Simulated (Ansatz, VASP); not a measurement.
# Two plane-wave programs on Rh

The input POSCAR:

```
Rh
1.0
   -1.5815130000      1.5815130000      1.3021390000
    1.5815130000     -1.5815130000      1.3021390000
    1.5815130000      1.5815130000     -1.3021390000
Rh
1
Direct
    0.0000000000      0.0000000000      0.0000000000
```

The input INCAR.step1:

```
SYSTEM = Rh
  ALGO = Normal
  EDIFF = 1E-5
  ENCUT = 520
  GGA = PE
  ISIF = 2
  ISMEAR = -1
  LASPH = .TRUE.
  LREAL = .FALSE.
  LWAVE = .TRUE.
  NBANDS = 14
  NELM = 60
  PREC = Accurate
  SIGMA = 0.1
```

Contents of INCAR.step2:

```
SYSTEM = Rh
  ALGO = Normal
  EDIFF = 1E-7
  ENCUT = 520
  GGA = PE
  HFSCREEN = 0.2079
  ISIF = 2
  ISMEAR = -1
  ISTART = 1
  LASPH = .TRUE.
  LCHARG = .TRUE.
  LELF = .TRUE.
  LHFCALC = .TRUE.
  LREAL = .FALSE.
  LVHAR = .TRUE.
  LWAVE = .FALSE.
  NBANDS = 14
  NELM = 60
  PREC = Accurate
  PRECFOCK = Normal
  SIGMA = 0.1
```

File KPOINTS:

```
k-points
0
G
  6 6 6
  0 0 0
```

Input for Ansatz:

```yaml
crystal:
  lattice:
    - [-1.581513, 1.581513, 1.302139]
    - [1.581513, -1.581513, 1.302139]
    - [1.581513, 1.581513, -1.302139]
  atoms:
    - { symbol: Rh, position: [0.0, 0.0, 0.0] }
  symmetry: { tolerance: 0.0003 }
kpoints:
  mp_grid: { grid: [6, 6, 6], shift: [0, 0, 0] }
magnetization:
  spin_polarized: false
scf:
  occupations: { method: fermi_dirac }
hamiltonian:
  pseudopotentials: { kind: paw }
  xc: hse06
basis:
  ecutwfc: 420
  fft_grid_basis: typed
output:
  forces: true
  stress: true
  eigenvalues: true
  bader: true
  populations: true
  elf: true
  write_potential: true
  volumetric_format: npy
  dos:
    e_range: [-12, 8]
    de: 0.05
    projected: { site_lists: { Rh: [Rh] } }
```

Alike in both runs: task single point; functional HSE06; k mesh 6 × 6 × 6; no spin polarisation.

```csv
,VASP,Ansatz
version,VASP 6.6.1,Ansatz 0.2.0
potentials or method,"VASP PAW PBE potentials, release 64 (Rh_pv), cutoff 520 eV",PAW plane waves
occupations,"fermi-dirac, width 0.1 eV",fermi-dirac
valence electrons in the cell,15,17
```

Ansatz gave:

```
pressure (GPa)                                                : 20.7
traceless stress, the component that is largest in VASP (GPa) : -3.29
```

Q: Estimate VASP's values.

A: Pressure (GPa): 21.6; traceless stress, the component that is largest in VASP (GPa): -3.01.

VASP's potentials hold 15 valence electrons a cell and Ansatz's 17, so a difference there can come from the potentials and not from the codes. Ansatz's warnings: filled band counts differ across k points, stress exchange threshold loose, stress scf threshold loose.

The k mesh is coarse, so the values compare programs but aren't converged.
